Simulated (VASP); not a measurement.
A run of VASP 6.6.1:

INCAR

```
SYSTEM = TaF3
PREC = Accurate
ENCUT = 600
EDIFF = 1E-6
ISMEAR = 0
SIGMA = 0.1
LREAL = .FALSE.
LASPH = .TRUE.
NELM = 120
ALGO = Normal
ISIF = 2
LWAVE = .FALSE.
LCHARG = .TRUE.
GGA = PE
LELF = .TRUE.
LVHAR = .TRUE.
NBANDS = 25
GGA_COMPAT = .FALSE.
```

Contents of KPOINTS:

```
regular mesh
0
G
  6 6 4
  0 0 0
```

Contents of POSCAR:

```
TaF3
1.0
    3.4670653700      0.0000000000      0.0000000000
    0.0000000000      3.4670653700      0.0000000000
    0.0000000000      0.0000000000      4.8137097800
Ta F
1 3
Direct
    0.5000000000      0.5000000000      0.5000000000
    0.0000000000      0.0000000000      0.5000000000
    0.5000000000      0.5000000000      0.1866085600
    0.5000000000      0.5000000000      0.8133914400
```

Potentials or basis: VASP PAW PBE potentials, release 64 (Ta_sv_GW, F).

Command:

```console
$ cat potpaw_PBE.64/Ta_sv_GW/POTCAR potpaw_PBE.64/F/POTCAR > POTCAR
$ mpirun -np 1 vasp_std > vasp.out
```

Hardware: 1 thread of AMD EPYC 9R14 (Zen 4), with other jobs on the host.

Problem. How long does it take, and how much memory?

Solution. Wall time 39 s on 1 thread of AMD EPYC 9R14 (Zen 4) (shared host), peak memory 0.18 GiB. Counts: scf iterations 16, k points 30.
